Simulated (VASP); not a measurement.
Crystal: Ca.

```
CELL_PARAMETERS angstrom
-2.17764 2.17764 2.17764
2.17764 -2.17764 2.17764
2.17764 2.17764 -2.17764
ATOMIC_POSITIONS crystal
Ca 0.00000 0.00000 0.00000
```

| Property | Result |
| --- | --- |
| Program | VASP 6.6.1 |
| Task | relaxation of cell and atoms |
| Functional | r2SCAN |
| Potentials or basis | VASP PAW PBE potentials, release 64 (Ca_sv) |
| Cutoff | 600 eV |
| k mesh | 6 × 6 × 6 |
| Occupations | fermi-dirac, width 0.1 eV |
| Spin | no spin polarisation |

At the start: pressure 1.0 GPa; volume 41.31 Å³/atom.

Problem. How do energy, volume and symmetry change on relaxing?

Solution. Over 3 steps the energy falls by 6.3 meV/atom and the volume is 43.47 Å³/atom (+5.2 %); space group Im-3m (No. 229, to 0.05 Å).

Step by step:
```tsv
step	energy change (eV)	largest force (eV/Å)	pressure (GPa)	volume (Å³)
1	0.0000	0.0000	0.96	41.31
2	-0.0057	0.0000	0.28	42.80
3	-0.0063	0.0000	-0.01	43.47
```

Final structure:
```cif
data_structure
_symmetry_space_group_name_H-M 'P 1'
_symmetry_Int_Tables_number 1
_cell_length_a 3.8365
_cell_length_b 3.8365
_cell_length_c 3.8365
_cell_angle_alpha 109.471
_cell_angle_beta 109.471
_cell_angle_gamma 109.471
_cell_volume 43.47
loop_
_atom_site_label
_atom_site_type_symbol
_atom_site_fract_x
_atom_site_fract_y
_atom_site_fract_z
_atom_site_occupancy
Ca1 Ca 0.00000 0.00000 0.00000 1
```

Caveat: the PAW data sets were made with another functional, which shifts forces and pressure a little.
